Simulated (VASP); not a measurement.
# VSi2 (I4_1/amd) in VASP: notebook, part 2 of 2

VASP 6.6.1. The steps go on from the part before.

## (3) Relaxation of cell and atoms, PBE

This run uses another cell than the first one, of 12.79 Å³/atom, 0.834 times its volume.

INCAR

```
SYSTEM = VSi2
PREC = Accurate
ENCUT = 600
EDIFF = 1E-7
ISMEAR = 0
SIGMA = 0.1
LREAL = .FALSE.
LASPH = .TRUE.
NELM = 100
ALGO = Normal
ISIF = 3
LWAVE = .FALSE.
LCHARG = .FALSE.
GGA = PE
IBRION = 2
NSW = 90
EDIFFG = -0.04
```

KPOINTS

```
regular mesh
0
G
  6 6 6
  0 0 0
```

POSCAR

```
VSi2
1.0
   -1.9690831917      1.9690831917      4.9494999963
    1.9690831917     -1.9690831917      4.9494999963
    1.9690831917      1.9690831917     -4.9494999963
V Si
2 4
Direct
    0.0000000000      0.0000000000      0.0000000000
    0.7500000000      0.2500000000      0.5000000000
    0.2066000000      0.2066000000      0.0000000000
    0.9566000000      0.4566000000      0.5000000000
    0.5434000000      0.0434000000      0.5000000000
    0.7934000000      0.7934000000      0.0000000000
```

Potentials or basis: VASP PAW PBE potentials, release 64 (V_sv, Si).

Started as:

```bash
$ cat potpaw_PBE.64/V_sv/POTCAR potpaw_PBE.64/Si/POTCAR > POTCAR
$ mpirun -np 1 vasp_std > vasp.out
```

OUTCAR:

```text
SYSTEM = VSi2
   PREC = Accurate
   ENCUT = 600
   EDIFF = 1E-7
   ISMEAR = 0
   LREAL = .FALSE.
   LASPH = .TRUE.
   NELM = 100
   ISIF = 3
   GGA = PE
   IBRION = 2
   NSW = 90
   EDIFFG = -0.04

 ion  position               nearest neighbor table
   1  0.000  0.000  0.000-   5 2.02   4 2.02   5 2.02   4 2.02   3 2.05   6 2.05
   2  0.750  0.250  0.500-   6 2.02   3 2.02   6 2.02   3 2.02   4 2.05   5 2.05
   3  0.207  0.207  0.000-   2 2.02   2 2.02   1 2.05   5 2.55   5 2.55   6 2.91   6 2.91   6 2.91
                             6 2.91
   4  0.957  0.457  0.500-   1 2.02   1 2.02   2 2.05   6 2.55   6 2.55   5 2.91   5 2.91   5 2.91
                             5 2.91
   5  0.543  0.043  0.500-   1 2.02   1 2.02   2 2.05   3 2.55   3 2.55   4 2.91   4 2.91   4 2.91
                             4 2.91
   6  0.793  0.793  0.000-   2 2.02   2 2.02   1 2.05   4 2.55   4 2.55   3 2.91   3 2.91   3 2.91
                             3 2.91

  LATTYP: Found a body centered tetragonal cell.
 ALAT       =     3.9381663834
 C/A-ratio  =     2.5136063408

  Lattice vectors:

 A1 = (  -1.9690831917,   1.9690831917,   4.9494999963)
 A2 = (   1.9690831917,  -1.9690831917,   4.9494999963)
 A3 = (   1.9690831917,   1.9690831917,  -4.9494999963)

Analysis of symmetry for initial positions (statically):
=====================================================================
 Subroutine PRICEL returns:
 Original cell was already a primitive cell.

 Routine SETGRP: Setting up the symmetry group for a
 body centered tetragonal supercell.

 Subroutine GETGRP returns: Found 16 space group operations
 (whereof  8 operations were pure point group operations)
 out of a pool of 16 trial point group operations.

The static configuration has the point symmetry D_2d.
 The point group associated with its full space group is D_4h.

Analysis of symmetry for dynamics (positions and initial velocities):
=====================================================================
 Subroutine PRICEL returns:
 Original cell was already a primitive cell.

 Routine SETGRP: Setting up the symmetry group for a
 body centered tetragonal supercell.

 Subroutine GETGRP returns: Found 16 space group operations
 (whereof  8 operations were pure point group operations)
 out of a pool of 16 trial point group operations.

The dynamic configuration has the point symmetry D_2d.
[... 114 lines left out ...]
   ISIF   =      3    stress and relaxation
   ISYM   =      2    0-nonsym 1-usesym 2-fastsym
   POTIM  = 0.5000    time-step for ionic-motion
   TEBEG  =    0.0;   TEEND  =   0.0 temperature during run
   PSTRESS=    0.0 pullay stress
   NELECT =      42.0000    total number of electrons
   NUPDOWN=      -1.0000    fix difference up-down
   EMIN   =  10.00;   EMAX   =-10.00  energy-range for DOS
   EFERMI =   0.00;   METHOD = LEGACY
   ISMEAR =     0;   SIGMA  =   0.10  broadening in eV -4-tet -1-fermi 0-gaus
   EFERMI_NEDOS =   21; number of points for ismear=-14 and -15
   IALGO  =     38    algorithm
   IMIX   =      4    mixing-type and parameters
     AMIX     =   0.40;   BMIX     =  1.00
     AMIX_MAG =   1.60;   BMIX_MAG =  1.00
  volume/ion in A,a.u.               =      12.79        86.34
  Fermi-wavevector in a.u.,A,eV,Ry     =   1.338982  2.530309 24.393520  1.792873
  Thomas-Fermi vector in A             =   2.467410
   LORBIT       =      0    0 simple, 1 ext, 2 COOP (PROOUT), +10 PAW based schemes
   GGA     = PE    functional components
   LHFCALC =     F    Hartree Fock is set to
   AEXX    =    0.0000 exact exchange contribution
   IVDW    =     0    specifies the selected vdW correction
   LEPSILON=     F    determine dielectric tensor
   LRPA    =     F    only Hartree local field effects (RPA)
 conjugate gradient relaxation of ions
 non-spin polarized calculation
 Gauss-broadening in eV      SIGMA  =   0.10
  energy-cutoff  :      600.00
  volume of cell :       76.76
 maximum number of plane-waves:      2581
 NGX is ok and might be reduce to    48
   NGX = 23   NGY = 23   NGZ = 23

--------------------------------------- Ionic step        1  -------------------------------------------

 number of electron      42.0000006 magnetization

 Free energy of the ion-electron system (eV)
  ---------------------------------------------------
  ext. energy  EPLUGINS =         0.00000000
  ---------------------------------------------------
  free energy    TOTEN  =       -26.67248624 eV

  energy without entropy =      -26.66146341  energy(sigma->0) =      -26.66697482

 E-fermi :  10.6522     XC(G=0): -11.7250

 val. band max:       10.6265156793   @ k =  -0.1667   0.5000   0.1667
 cond. band min:      10.6668956758   @ k =  -0.1667   0.3333   0.1667
 fundamental gap:      0.0403799965
 Fermi energy:        10.6522033666
[... 2148 lines left out ...]
     24       6.7563      0.00000
     25       6.8899      0.00000

 [... further k-points ...]

[... ionic steps 4 to 26 ...]

--------------------------------------- Ionic step       27  -------------------------------------------

 number of electron      42.0000005 magnetization

------------------------ aborting loop because EDIFF is reached ----------------------------------------
[... 75 lines left out ...]
--------------------------------------- Ionic step       29  -------------------------------------------

 number of electron      42.0000005 magnetization

 Free energy of the ion-electron system (eV)
  ---------------------------------------------------
  ext. energy  EPLUGINS =         0.00000000
  ---------------------------------------------------
  free energy    TOTEN  =       -38.06990063 eV

  energy without entropy =      -38.04811761  energy(sigma->0) =      -38.05900912

 E-fermi :   8.7079     XC(G=0): -11.3073

 val. band max:        8.7052904266   @ k =   0.3333   0.1667  -0.0000
 cond. band min:       8.7347657885   @ k =  -0.1667  -0.3333   0.1667
 fundamental gap:      0.0294753619
 Fermi energy:         8.7079058079
[... 705 lines left out ...]
  FREE ENERGIE OF THE ION-ELECTRON SYSTEM (eV)
  ---------------------------------------------------
  free  energy   TOTEN  =       -38.0699006264 eV

  energy  without entropy=      -38.0481176063  energy(sigma->0) =      -38.05900912

 reached required accuracy - stopping structural energy minimisation
```

OSZICAR:

```text
N       E                     dE             d eps       ncg     rms          rms(c)
DAV:   1     0.474053796287E+03    0.47405E+03   -0.24064E+04  1564   0.189E+03
[... 362 lines left out ...]
DAV:   1    -0.380728490191E+02   -0.38572E-02   -0.11387E-01  1690   0.323E+00    0.437E-01
DAV:   2    -0.380748744824E+02   -0.20255E-02   -0.83785E-02  2034   0.177E+00    0.664E-01
DAV:   3    -0.380700521786E+02    0.48223E-02   -0.36772E-02  1993   0.111E+00    0.114E-01
DAV:   4    -0.380699043942E+02    0.14778E-03   -0.10929E-03  1897   0.234E-01    0.283E-02
DAV:   5    -0.380699013101E+02    0.30841E-05   -0.39608E-05  1861   0.506E-02    0.127E-02
DAV:   6    -0.380699006190E+02    0.69112E-06   -0.47725E-06  2217   0.163E-02    0.235E-03
DAV:   7    -0.380699006264E+02   -0.74451E-08   -0.14825E-07  1305   0.238E-03
  29 F= -.38069901E+02 E0= -.38059009E+02  d E =-.134734E-02
```

It took 22 min on 1 thread of Intel Xeon 6975P-C (Granite Rapids), shared host; peak memory 0.37 GiB.

Results:

```yaml
Free_energy: -38.0699 eV
Relaxed_volume: 15.31 Å³/atom
Relaxed_cell: a = 5.248 Å, b = 5.248 Å, c = 5.248 Å, α = 125.75°, β = 125.75°, γ = 80.30°
Space_group_after_relaxing_to_0.05_Å: I4_1/amd (No. 141)
Energy_gained_by_relaxing: 1899.6 meV/atom
Ionic_steps: 29
Pressure_after_relaxing: -0.2 GPa
Largest_force_after_relaxing: 0.038 eV/Å
Band_gap_on_the_k_mesh: zero (band 21 reaches 9.11 eV, above the bottom of band 22 at 8.50 eV)
```

Forces on the atoms (eV/Å):
```
V    0.000  0.000  0.000
V    0.000  0.000  0.000
Si   0.000  0.000 -0.038
Si   0.000  0.000 -0.038
Si   0.000  0.000  0.038
Si   0.000  0.000  0.038
```

Stress tensor (GPa, compression positive):
```
-0.14  0.00  0.00
 0.00 -0.14  0.00
 0.00  0.00 -0.35
```

Step by step:
| step | energy change (eV) | largest force (eV/Å) | pressure (GPa) | volume (Å³) |
| --- | --- | --- | --- | --- |
| 1 | 0.0000 | 4.4528 | 87.16 | 76.76 |
| 2 | -5.4049 | 0.2788 | -14.34 | 182.94 |
| 3 | -9.3809 | 0.3857 | -1.73 | 123.63 |
| 4 | -9.3888 | 0.4131 | -0.96 | 122.33 |
| 5 | -9.3902 | 0.4358 | -0.30 | 121.28 |
| 6 | -9.6119 | 0.6672 | -1.61 | 121.36 |
| 7 | -9.6464 | 0.8154 | -2.00 | 121.30 |
| 8 | -9.8177 | 0.7969 | -0.25 | 117.05 |
| 9 | -10.0014 | 0.7998 | 6.38 | 105.22 |
| 10 | -10.0815 | 0.6853 | 5.57 | 105.17 |
| 11 | -10.2779 | 0.4026 | 3.14 | 104.98 |
| 12 | -10.5813 | 0.0939 | -1.55 | 104.49 |
| 13 | -10.9539 | 0.3406 | -9.16 | 102.98 |
| 14 | -11.0173 | 0.3890 | -9.18 | 101.71 |
| 15 | -11.0712 | 0.4533 | -9.07 | 100.14 |
| 16 | -11.0760 | 0.6162 | -8.09 | 96.94 |
| 17 | -11.0962 | 0.5011 | -8.81 | 98.93 |
| 18 | -11.1809 | 0.4521 | -7.48 | 97.57 |
| 19 | -11.3487 | 0.2785 | -2.88 | 93.57 |
| 20 | -11.2220 | 0.2057 | 9.63 | 85.91 |
| 21 | -11.3800 | 0.1599 | 0.31 | 91.26 |
| 22 | -11.3803 | 0.1468 | 0.65 | 91.03 |
| 23 | -11.3874 | 0.1194 | 0.56 | 91.09 |
| 24 | -11.3953 | 0.0409 | 0.40 | 91.24 |
| 25 | -11.3952 | 0.0431 | 0.40 | 91.23 |
| 26 | -11.3958 | 0.0471 | 0.18 | 91.41 |
| 27 | -11.3961 | 0.0550 | -0.25 | 91.76 |
| 28 | -11.3965 | 0.0508 | -0.24 | 91.79 |
| 29 | -11.3974 | 0.0383 | -0.21 | 91.89 |

Final structure:
```cif
data_structure
_symmetry_space_group_name_H-M 'P 1'
_symmetry_Int_Tables_number 1
_cell_length_a 5.2484
_cell_length_b 5.2484
_cell_length_c 5.2484
_cell_angle_alpha 125.749
_cell_angle_beta 125.749
_cell_angle_gamma 80.301
_cell_volume 91.89
loop_
_atom_site_label
_atom_site_type_symbol
_atom_site_fract_x
_atom_site_fract_y
_atom_site_fract_z
_atom_site_occupancy
V1 V 0.00000 0.00000 0.00000 1
V2 V 0.75000 0.25000 0.50000 1
Si1 Si 0.31231 0.31231 0.00000 1
Si2 Si 0.06231 0.56231 0.50000 1
Si3 Si 0.43769 0.93769 0.50000 1
Si4 Si 0.68769 0.68769 0.00000 1
```

Caveat: the k points lie up to 0.31 Å⁻¹ apart in the final cell; the volume moved by over 15 % at a fixed basis, so the end points are rough.

## (4) Single point, PBE, collinear spin, ferromagnetic start

This run uses another cell than the first one, of 12.79 Å³/atom, 0.834 times its volume.

INCAR

```
SYSTEM = VSi2
PREC = Accurate
ENCUT = 520
EDIFF = 1E-6
ISMEAR = 0
SIGMA = 0.1
LREAL = .False.
LASPH = .True.
NELM = 150
ALGO = Normal
ISIF = 2
LWAVE = .False.
LCHARG = .False.
ISPIN = 2
MAGMOM = 2 2 0 0 0 0
LORBIT = 11
LMAXMIX = 4
GGA = PE
NBANDS = 34
```

KPOINTS

```
Automatic mesh
0
Gamma
  6 6 6
  0 0 0
```

POSCAR is that of step 3.

Started as:

```bash
$ cat potpaw_PBE.64/V_sv/POTCAR potpaw_PBE.64/Si/POTCAR > POTCAR
$ mpirun -np 1 vasp_std > vasp.out
```

It took 1.7 min on 1 thread of Intel Xeon 6975P-C (Granite Rapids), shared host; peak memory 0.36 GiB.

It converged, with:

```yaml
Free_energy: -26.6715 eV
Pressure: 87.2 GPa
Largest_force: 4.453 eV/Å
Band_gap_on_the_k_mesh: zero (filled and empty bands overlap)
Net_moment: 0.00 μB per cell
Valence_electrons_inside_the_program's_atomic_spheres: V 13.19; Si 1.87
```

Forces on the atoms (eV/Å):
```
V    0.000  0.000  0.000
V    0.000  0.000  0.000
Si   0.000  0.000  4.453
Si   0.000  0.000  4.453
Si   0.000  0.000 -4.453
Si   0.000  0.000 -4.453
```

Stress tensor (GPa, compression positive):
```
85.07  0.00  0.00
 0.00 85.07  0.00
 0.00  0.00 91.34
```

Levels at points of the mesh, in eV from the Fermi level:
Spin up:
| k point | band 17 | band 18 | band 19 | band 20 | band 21 | band 22 | band 23 | band 24 | band 25 | band 26 |
| --- | --- | --- | --- | --- | --- | --- | --- | --- | --- | --- |
| (0.00, 0.00, 0.00) | -2.86 | -2.86 | -1.58 | -1.10 | -0.10 | 1.44 | 1.44 | 1.62 | 1.62 | 3.43 |
| (0.50, 0.00, 0.00) | -2.88 | -2.44 | -2.12 | -1.45 | 0.12 | 0.15 | 0.62 | 1.29 | 2.25 | 2.94 |
| (0.50, 0.50, 0.00) | -2.99 | -2.99 | -1.81 | -1.81 | -1.78 | -1.78 | 1.02 | 1.02 | 3.30 | 3.30 |
| (0.50, 0.50, 0.50) | -2.92 | -2.92 | -0.91 | -0.91 | 0.59 | 0.59 | 1.95 | 1.95 | 2.06 | 2.06 |
Spin down:
```
           k point  band 17  band 18  band 19  band 20  band 21  band 22  band 23  band 24  band 25  band 26
(0.00, 0.00, 0.00)    -2.86    -2.86    -1.58    -1.11    -0.10     1.44     1.44     1.62     1.62     3.43
(0.50, 0.00, 0.00)    -2.88    -2.44    -2.12    -1.45     0.12     0.15     0.62     1.29     2.25     2.94
(0.50, 0.50, 0.00)    -2.99    -2.99    -1.81    -1.81    -1.78    -1.78     1.02     1.02     3.30     3.30
(0.50, 0.50, 0.50)    -2.92    -2.92    -0.91    -0.91     0.59     0.59     1.95     1.95     2.06     2.06
```

Caveat: the k points lie up to 0.38 Å⁻¹ apart; forces of over 1 eV/Å act on the atoms, so gaps and moduli don't describe the material at rest.

## (5) Single point, PBE

INCAR

```
PREC = Accurate ; ENCUT = 520
EDIFF = 1E-7 ; ISMEAR = 0
SIGMA = 0.1 ; LREAL = False
LASPH = True ; NELM = 60
ALGO = Normal ; ISIF = 2
LWAVE = False ; LCHARG = True
GGA = PE ; LELF = True
LVHAR = True ; NBANDS = 30
```

KPOINTS

```
regular mesh
0
Gamma
  12 12 12
```

POSCAR

```
VSi2
1.0
   -2.3936796350      2.3936796350      4.0137330947
    2.3936796350     -2.3936796350      4.0137330947
    2.3936796350      2.3936796350     -4.0137330947
V Si
2 4
Direct
    0.0000000000      0.0000000000      0.0000000000
    0.7500000000      0.2500000000      0.5000000000
    0.3110545644      0.3110545644      0.0000000000
    0.0610545644      0.5610545644      0.5000000000
    0.4389454356      0.9389454356      0.5000000000
    0.6889454356      0.6889454356      0.0000000000
```

Started as:

```bash
$ cat potpaw_PBE.64/V_sv/POTCAR potpaw_PBE.64/Si/POTCAR > POTCAR
$ mpirun -np 1 vasp_std > vasp.out
```

It took 3.5 min on 1 thread of Intel Xeon 6975P-C (Granite Rapids), shared host; peak memory 0.5 GiB.

The run converged. Its results:

| Property | Result |
| --- | --- |
| Free energy | -38.0958 eV |
| Pressure | 0.0 GPa |
| Largest force | 0.014 eV/Å |
| Band gap on the k mesh | zero (band 21 reaches 9.08 eV, above the bottom of band 22 at 8.41 eV) |

Forces in eV/Å, atoms in the order of the input:
```
V    0.000  0.000  0.000
V    0.000  0.000  0.000
Si   0.000  0.000  0.014
Si   0.000  0.000  0.014
Si   0.000  0.000 -0.014
Si   0.000  0.000 -0.014
```

Stress tensor (GPa, compression positive):
```
0.01 0.00 0.00
0.00 0.01 0.00
0.00 0.00 0.10
```

Levels at points of the mesh, in eV from the Fermi level:
```
           k point  band 17  band 18  band 19  band 20  band 21  band 22  band 23  band 24  band 25  band 26
(0.00, 0.00, 0.00)    -2.96    -2.07    -1.75    -1.42     0.34     0.34     0.68     0.68     0.75     0.79
(0.50, 0.00, 0.00)    -2.36    -1.29    -1.22    -0.69    -0.58    -0.11     0.81     0.91     1.07     1.36
(0.50, 0.50, 0.00)    -1.84    -1.84    -1.18    -1.18     0.28     0.28     1.05     1.05     1.38     1.38
(0.50, 0.50, 0.50)    -1.10    -1.10    -0.36    -0.36    -0.23    -0.23     0.91     0.91     1.06     1.06
```

## (6) Summary

| task | spin | cell | k mesh | cutoff (eV) | gap on the mesh (eV) | pressure (GPa) | largest force (eV/Å) |
| --- | --- | --- | --- | --- | --- | --- | --- |
| single point | off | a = 5.252 Å, angles 125.8, 125.8, 80.3°, 6 atoms | 6 × 6 × 6 | 520 | none | 0.0 | 0.01 |
| relaxation of cell and atoms | off | relaxed from a = 5.679 Å, angles 139.4, 139.4, 58.7°, 6 atoms | 6 × 6 × 6 | 600 | none | -0.2 | 0.04 |
| single point | collinear, ferromagnetic start | a = 5.679 Å, angles 139.4, 139.4, 58.7°, 6 atoms | 6 × 6 × 6 | 520 | none | 87.2 | 4.45 |
| single point | off | a = 5.251 Å, angles 125.8, 125.8, 80.3°, 6 atoms | 12 × 12 × 12 | 520 | none | 0.0 | 0.01 |

Alike in all rows: level PBE; potentials or basis VASP PAW PBE potentials, release 64 (V_sv, Si); smearing gaussian 0.1 eV.

Caveats: some runs use coarse meshes; the volume moved by over 15 % at a fixed basis, so the end points are rough (some runs); forces of over 1 eV/Å act on the atoms, so gaps and moduli don't describe the material at rest (some runs).

Total energies depend on the potentials used, so only differences within one code and one set of settings carry meaning.
